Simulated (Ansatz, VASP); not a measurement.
## Two plane-wave programs on Sn4H

```
CELL_PARAMETERS angstrom
-3.06822 3.06822 3.40462
3.06822 -3.06822 3.40462
3.06822 3.06822 -3.40462
ATOMIC_POSITIONS crystal
Sn 0.22116 0.22116 0.00000
Sn 0.77884 0.77884 0.00000
Sn 0.75000 0.25000 0.50000
Sn 0.25000 0.75000 0.50000
H 0.50000 0.50000 0.00000
```

Alike in both runs: functional PBE; k mesh 8 × 8 × 8; occupations gaussian, width 0.1 eV; no spin polarisation.

Ansatz relaxed the structure, and its values are those at the end. VASP's run is a single point on that final structure, the one shown.

|  | VASP | Ansatz |
| --- | --- | --- |
| version | VASP 6.6.1 | Ansatz 0.2.0 |
| potentials or method | VASP PAW PBE potentials, release 64 (Sn_d, H), cutoff 520 eV | scalar-relativistic, plane waves, PAW |
| valence electrons in the cell | 57 | 57 |

|  | VASP | Ansatz | Ansatz less VASP |
| --- | --- | --- | --- |
| gap on the k mesh at the Fermi level (eV) | none | none | - |
| pressure (GPa) | 0.0 | 0.0 | +0.06 |

A gap of «none» marks a metal or a gap that the smearing closes.
